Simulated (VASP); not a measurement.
The system is Ga2PtS4.

```
Ga Pt S
1.0
     5.60767    0.00000    0.00000
    -2.80383    4.85638    0.00000
     0.00000    0.00000    6.06121
Ga Pt S
2 1 4
Direct
  0.33333 0.66667 0.50000
  0.66667 0.33333 0.50000
  0.00000 0.00000 0.00000
  0.36372 0.00000 0.50000
  0.00000 0.36372 0.50000
  0.63628 0.63628 0.50000
  0.00000 0.00000 0.50000
```

```yaml
Program: VASP 6.6.1
Task: relaxation of cell and atoms
Functional: PBE
Potentials_or_basis: VASP PAW PBE potentials, release 64 (Ga_d, Pt, S)
Cutoff: 600 eV
k_mesh: 3 × 3 × 2
Occupations: gaussian, width 0.15 eV
Spin: no spin polarisation
```

At the start: pressure 56.5 GPa; volume 23.58 Å³/atom.

Where does the relaxation end?

Over 20 steps the energy falls by 3017.6 meV/atom and the volume is 29.25 Å³/atom (+24.0 %); space group P-62m (No. 189, to 0.05 Å).

Step by step:
```
step  energy change (eV)  largest force (eV/Å)  pressure (GPa)  volume (Å³)
   1              0.0000                6.0057           56.47       165.06
   2            -12.2391                0.5375           -5.89       412.71
   3            -17.0072                0.8558           -2.34       265.91
   4            -17.0217                0.8643           -2.11       263.70
   5            -17.0340                0.8796           -1.55       258.89
   6            -17.0320                0.8739           -1.80       260.95
   7            -17.5561                0.7941           -2.11       249.58
   8            -19.0278                1.1831           -2.03       221.55
   9            -11.4806                1.8183           35.25       162.13
  10            -19.3748                1.3575           -1.78       215.64
  11            -19.9242                1.8773            4.23       189.34
  12            -20.0492                1.7809            0.05       200.97
  13            -20.1135                1.8361            1.28       196.45
  14            -20.5156                1.3302            2.03       195.02
  15            -20.5869                1.0165            2.89       194.06
  16            -20.9398                0.6054            1.16       198.96
  17            -21.1075                0.0121           -1.05       208.15
  18            -21.1166                0.0799           -0.76       206.55
  19            -21.1168                0.0968           -0.67       206.28
  20            -21.1234                0.0532           -0.32       204.75
```

Final structure:
```cif
data_structure
_symmetry_space_group_name_H-M 'P 1'
_symmetry_Int_Tables_number 1
_cell_length_a 7.4408
_cell_length_b 7.4408
_cell_length_c 4.2702
_cell_angle_alpha 90.000
_cell_angle_beta 90.000
_cell_angle_gamma 120.000
_cell_volume 204.75
loop_
_atom_site_label
_atom_site_type_symbol
_atom_site_fract_x
_atom_site_fract_y
_atom_site_fract_z
_atom_site_occupancy
Ga1 Ga 0.33333 0.66667 0.50000 1
Ga2 Ga 0.66667 0.33333 0.50000 1
Pt1 Pt 0.00000 0.00000 0.00000 1
S1 S 0.40843 0.00000 0.50000 1
S2 S 0.00000 0.40843 0.50000 1
S3 S 0.59157 0.59157 0.50000 1
S4 S 0.00000 0.00000 0.50000 1
```

Caveat: the k points lie up to 0.74 Å⁻¹ apart in the final cell; the volume moved by over 15 % at a fixed basis, so the end points are rough; the relaxation stopped at a loose force limit of 0.08 eV/Å, so its end isn't a converged minimum.
